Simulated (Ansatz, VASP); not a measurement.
# Two plane-wave programs on AlFe3

```
CELL_PARAMETERS angstrom
0.00000 2.85883 2.85883
2.85883 0.00000 2.85883
2.85883 2.85883 0.00000
ATOMIC_POSITIONS crystal
Al 0.00000 0.00000 0.00000
Fe 0.50000 0.50000 0.50000
Fe 0.25000 0.25000 0.25000
Fe 0.75000 0.75000 0.75000
```

Alike in both runs: task single point; functional PBEsol; k mesh 12 × 12 × 12; occupations gaussian, width 0.1 eV; collinear spin.

|  | VASP | Ansatz |
| --- | --- | --- |
| version | VASP 6.6.1 | Ansatz 0.2.0 |
| potentials or method | VASP PAW PBE potentials, release 64 (Al, Fe), cutoff 520 eV | scalar-relativistic, plane waves, PAW |
| valence electrons in the cell | 27 | 51 |

VASP gave:

| Property | Result |
| --- | --- |
| gap on the k mesh at the Fermi level (eV) | none |
| pressure (GPa) | -5.3 |
| net moment per atom (μB) | 1.48 |
| size of the moment on the site where the two differ most (μB) | 2.35 |

Question: What did Ansatz give for the same quantities?

Answer: gap on the k mesh at the Fermi level (eV): none; pressure (GPa): -5.4; net moment per atom (μB): 1.47; size of the moment on the site where the two differ most (μB): 2.38.

VASP's potentials were made for PBE, not for PBEsol. Site moments also hang on the region over which each program counts them. A gap of «none» marks a metal or a gap that the smearing closes. VASP's potentials hold 27 valence electrons a cell and Ansatz's 51, so a difference there can come from the potentials and not from the codes.
